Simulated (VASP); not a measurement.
# CsPbCl3 (R32) in VASP: single point with PBEsol

Aim: the single point of CsPbCl3 with PBEsol.

All numbers are computed with VASP 6.6.1; they aren't measurements. Logs are shortened: lines on timing, memory, paths and dates and some standing lists are left out, and cuts for length are marked.

### 1 The cell of the first run

It takes space group R32 (No. 155, trigonal). Conventional cell: a = 8.006 Å, b = 8.006 Å, c = 9.887 Å, α = 90.00°, β = 90.00°, γ = 120.00°. Cs (site symmetry 32) has 12 Cl at 3.85 to 4.15 Å and 8 Pb at 4.91 to 4.94 Å within 5.1 Å. Within 3.7 Å of Pb (site symmetry 32) lie 6 Cl at 2.84 Å. Within 3.7 Å of Cl (site symmetry 2) lie 2 Pb at 2.84 Å.

### 2 Single point, PBEsol

File INCAR:

```
  PREC = Accurate
  ENCUT = 520
  EDIFF = 1E-6
  ISMEAR = 0
  SIGMA = 0.05
  LREAL = F
  LASPH = T
  NELM = 80
  ALGO = Normal
  ISIF = 2
  LWAVE = F
  LCHARG = T
  GGA = PS
  LELF = T
  LVHAR = T
  NBANDS = 30
```

File KPOINTS:

```
Automatic mesh
0
Gamma
  6 6 6
```

File POSCAR:

```
CsPbCl3
1.0
    4.0031551156      2.3112226836      3.2955554574
   -4.0031551156      2.3112226836      3.2955554574
    0.0000000000     -4.6224453672      3.2955554574
Cs Pb Cl
1 1 3
Direct
    0.5000000000      0.5000000000      0.5000000000
    0.0000000000      0.0000000000      0.0000000000
    0.5000000000      0.0186003000      0.9813997000
    0.0186003000      0.9813997000      0.5000000000
    0.9813997000      0.5000000000      0.0186003000
```

Potentials or basis: VASP PAW PBE potentials, release 64 (Cs_sv, Pb_d, Cl).

Command:

```bash
$ cat potpaw_PBE.64/Cs_sv/POTCAR potpaw_PBE.64/Pb_d/POTCAR potpaw_PBE.64/Cl/POTCAR > POTCAR
$ mpirun -np 1 vasp_std > vasp.out
```

OUTCAR:

```text
PREC = Accurate
   ENCUT = 520
   EDIFF = 1E-6
   ISMEAR = 0
   LREAL = F
   LASPH = T
   NELM = 80
   ISIF = 2
   GGA = PS

 ion  position               nearest neighbor table
   1  0.500  0.500  0.500-
   2  0.000  0.000  0.000-   5 2.84   3 2.84   5 2.84   3 2.84   4 2.84   4 2.84
   3  0.500  0.019  0.981-   2 2.84   2 2.84
   4  0.019  0.981  0.500-   2 2.84   2 2.84
   5  0.981  0.500  0.019-   2 2.84   2 2.84

  LATTYP: Found a trigonal (rhomboedric) cell.
 ALAT       =     5.6769434510
 COS(alpha) =     0.0054979182

  Lattice vectors:

 A1 = (   4.0031551156,   2.3112226836,   3.2955554574)
 A2 = (  -4.0031551156,   2.3112226836,   3.2955554574)
 A3 = (   0.0000000000,  -4.6224453672,   3.2955554574)

Analysis of symmetry for initial positions (statically):
=====================================================================
 Subroutine PRICEL returns:
 Original cell was already a primitive cell.

 Routine SETGRP: Setting up the symmetry group for a
 trigonal (rhombohedral) supercell.

 Subroutine GETGRP returns: Found  6 space group operations
 (whereof  6 operations were pure point group operations)
 out of a pool of 12 trial point group operations.

The static configuration has the point symmetry D_3 .

Analysis of symmetry for dynamics (positions and initial velocities):
=====================================================================
 Subroutine PRICEL returns:
 Original cell was already a primitive cell.

 Routine SETGRP: Setting up the symmetry group for a
 trigonal (rhombohedral) supercell.

 Subroutine GETGRP returns: Found  6 space group operations
 (whereof  6 operations were pure point group operations)
 out of a pool of 12 trial point group operations.

The dynamic configuration has the point symmetry D_3 .

 Subroutine INISYM returns: Found  6 space group operations
 (whereof  6 operations are pure point group operations),
 and found     1 'primitive' translations

----------------------------------------------------------------------------------------

                                     Primitive cell

  volume of cell :     182.9465

[... 89 lines left out ...]
   LNONCOLLINEAR =      F non collinear calculations
   LSORBIT =      F    spin-orbit coupling
   LASPH  =      T    aspherical Exc in radial PAW
   ENCUT  =  520.0 eV  38.22 Ry    6.18 a.u.  10.56 10.56 10.56*2*pi/ulx,y,z
   NELM   =     80;   NELMIN=  2; NELMDL= -5     # of ELM steps
   EDIFF  = 0.1E-05   stopping-criterion for ELM
   LREAL  =      F    real-space projection
   EDIFFG = 0.1E-04   stopping-criterion for IOM
   NSW    =      0    number of steps for IOM
   IBRION =     -1    ionic relax: 0-MD 1-quasi-New 2-CG
   NFREE  =      0    steps in history (QN), initial steepest desc. (CG)
   ISIF   =      2    stress and relaxation
   ISYM   =      2    0-nonsym 1-usesym 2-fastsym
   POTIM  = 0.5000    time-step for ionic-motion
   TEBEG  =    0.0;   TEEND  =   0.0 temperature during run
   PSTRESS=    0.0 pullay stress
   NELECT =      44.0000    total number of electrons
   NUPDOWN=      -1.0000    fix difference up-down
   EMIN   =  10.00;   EMAX   =-10.00  energy-range for DOS
   EFERMI =   0.00;   METHOD = LEGACY
   ISMEAR =     0;   SIGMA  =   0.05  broadening in eV -4-tet -1-fermi 0-gaus
   EFERMI_NEDOS =   21; number of points for ismear=-14 and -15
   IALGO  =     38    algorithm
   IMIX   =      4    mixing-type and parameters
     AMIX     =   0.40;   BMIX     =  1.00
     AMIX_MAG =   1.60;   BMIX_MAG =  1.00
  volume/ion in A,a.u.               =      36.59       246.92
  Fermi-wavevector in a.u.,A,eV,Ry     =   1.018086  1.923903 14.102420  1.036499
  Thomas-Fermi vector in A             =   2.151523
   LORBIT       =      0    0 simple, 1 ext, 2 COOP (PROOUT), +10 PAW based schemes
   GGA     = PS    functional components
   LHFCALC =     F    Hartree Fock is set to
   AEXX    =    0.0000 exact exchange contribution
   IVDW    =     0    specifies the selected vdW correction
   LEPSILON=     F    determine dielectric tensor
   LRPA    =     F    only Hartree local field effects (RPA)
 non-spin polarized calculation
 Gauss-broadening in eV      SIGMA  =   0.05
  energy-cutoff  :      520.00
  volume of cell :      182.95
 maximum number of plane-waves:      4950
   NGX = 21   NGY = 21   NGZ = 21

 number of electron      44.0000008 magnetization

 Free energy of the ion-electron system (eV)
  ---------------------------------------------------
  ext. energy  EPLUGINS =         0.00000000
  ---------------------------------------------------
  free energy    TOTEN  =       -18.36653116 eV

  energy without entropy =      -18.36653116  energy(sigma->0) =      -18.36653116

 E-fermi :   1.4350     XC(G=0):  -7.8367

 val. band max:        1.1814188069   @ k =   0.5000   0.5000   0.5000
 cond. band min:       3.2250077806   @ k =   0.5000   0.5000   0.5000
 fundamental gap:      2.0435889737
 Fermi energy:         1.4350369051

 k-point     1 :       0.0000    0.0000    0.0000
  band No.  band energies     occupation
      1     -19.9002      2.00000
      2     -15.3607      2.00000
      3     -15.3607      2.00000
      4     -15.1671      2.00000
      5     -15.1671      2.00000
      6     -15.1643      2.00000
[... 781 lines left out ...]
     29       7.4779      0.00000
     30       7.5156      0.00000

 [... further k-points ...]

------------------------ aborting loop because EDIFF is reached ----------------------------------------

  FORCE on cell =-STRESS in cart. coord.  units (eV):
  Direction    XX          YY          ZZ          XY          YZ          ZX
  --------------------------------------------------------------------------------------
  -------------------------------------------------------------------------------------
  Total       -0.8922589     -0.8922589     -0.9223775      0.0000000     -0.0000000      0.0000000
  in kB       -7.8140720     -7.8140720     -8.0778393      0.0000000     -0.0000000      0.0000000
  external PRESSURE =      -7.9019944 kB  Pullay stress =       0.0000000 kB

 VOLUME and BASIS-vectors are now :
 -----------------------------------------------------------------------------
  energy-cutoff  :      520.00
  volume of cell :      182.95
      direct lattice vectors                 reciprocal lattice vectors
     4.003155116  2.311222684  3.295555457     0.124901480  0.072111903  0.101146328
    -4.003155116  2.311222684  3.295555457    -0.124901480  0.072111903  0.101146328
     0.000000000 -4.622445367  3.295555457     0.000000000 -0.144223807  0.101146328

 POSITION                                       TOTAL-FORCE (eV/Angst)
 -----------------------------------------------------------------------------------
      0.00000      0.00000      4.94333         0.000000      0.000000      0.000000
      0.00000      0.00000      0.00000         0.000000      0.000000      0.000000
      1.92712     -3.33787      4.94333         0.007535     -0.013052      0.000000
     -3.85424      0.00000      4.94333        -0.015071      0.000000     -0.000000
      1.92712      3.33787      4.94333         0.007535      0.013052      0.000000
 -----------------------------------------------------------------------------------
    total drift:                               -0.000001      0.000000      0.000000

  FREE ENERGIE OF THE ION-ELECTRON SYSTEM (eV)
  ---------------------------------------------------
  free  energy   TOTEN  =       -18.3665311639 eV

  energy  without entropy=      -18.3665311639  energy(sigma->0) =      -18.36653116
```

stdout:

```text
POSCAR found type information on POSCAR CsPbCl
 POSCAR found :  3 types and       5 ions
 scaLAPACK will be used
 -----------------------------------------------------------------------------
|                                                                             |
|                                                                             |
|     You enforced a specific xc type in the INCAR file but a different       |
|     I HOPE YOU KNOW WHAT YOU ARE DOING!                                     |
|                                                                             |
 -----------------------------------------------------------------------------

 LDA part: xc-table for (Slater+PW92), standard interpolation
 POSCAR, INCAR and KPOINTS ok, starting setup
 FFT: planning ... GRIDC
 FFT: planning ... GRID_SOFT
 FFT: planning ... GRID
 WAVECAR not read
 entering main loop
```

Wall time 1.8 min (1 thread of AMD EPYC 7R13 (Zen 3), shared host); peak memory 0.33 GiB.

Results:

```
Free energy            : -18.3665 eV
Pressure               : -0.8 GPa
Largest force          : 0.015 eV/Å
Band gap on the k mesh : 2.04 eV
```

Forces in eV/Å, atoms in the order of the input:
```
Cs   0.000  0.000  0.000
Pb   0.000  0.000  0.000
Cl   0.008 -0.013  0.000
Cl  -0.015  0.000  0.000
Cl   0.008  0.013  0.000
```

Caveat: the PAW data sets were made with another functional, which shifts forces and pressure a little; spin-orbit coupling is left out, which moves the levels of the heavy elements. A k mesh can miss the band edges.
